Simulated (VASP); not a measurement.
**AlNi: single point with PBEsol**

AlNi:

```
Al Ni
1.0
     2.03749   -2.03749    0.00000
     2.03749    2.03749    0.00000
     0.00000    0.00000    2.88372
Al Ni
1 1
Direct
  0.00000 0.00000 0.00000
  0.50000 0.50000 0.50000
```

```json
{
  "Program": "VASP 6.6.1",
  "Task": "single point",
  "Functional": "PBEsol",
  "Potentials or basis": "VASP PAW PBE potentials, release 64 (Al, Ni)",
  "Cutoff": "520 eV",
  "k mesh": "16 × 16 × 14",
  "Occupations": "fermi-dirac, width 0.15 eV",
  "Spin": "no spin polarisation"
}
```

```json
{
 "Pressure": "-3.1 GPa",
 "Band gap on the k mesh": "zero (an odd number of electrons rules out a gap without spin polarisation)"
}
```

Levels at points of the mesh, in eV from the Fermi level:
```
           k point  band 3  band 4  band 5  band 6  band 7  band 8  band 9  band 10  band 11  band 12
(0.00, 0.00, 0.00)   -3.26   -1.57   -1.57   -1.57    5.45    5.48    5.48     8.12     8.12    13.68
(0.50, 0.00, 0.00)   -2.79   -2.28   -2.27   -1.48   -0.68    8.28    9.95     9.97    10.86    10.88
(0.50, 0.50, 0.00)   -2.89   -2.89   -2.11   -2.11   -1.05    1.44    2.47    12.24    15.09    15.09
(0.00, 0.00, 0.50)   -2.79   -2.27   -2.27   -1.48   -0.68    8.28    9.97     9.97    10.87    10.87
(0.50, 0.00, 0.50)   -2.90   -2.89   -2.10   -2.10   -1.05    1.43    2.46    12.26    15.10    15.11
(0.50, 0.50, 0.50)   -4.12   -1.02   -1.02    1.96    1.96    1.96    3.70     4.44     4.44     4.45
```

It took 58 s on 1 thread of Intel(R) Xeon(R) Platinum 8259CL CPU @ 2.50GHz (Skylake/Cascade Lake), with other jobs on the host, peak memory 0.24 GiB.

Caveat: the cell stands under tension; the PAW data sets were made with another functional, which shifts forces and pressure a little. Spin polarisation is off, so any magnetic state and its effect on volume and gap are missing.
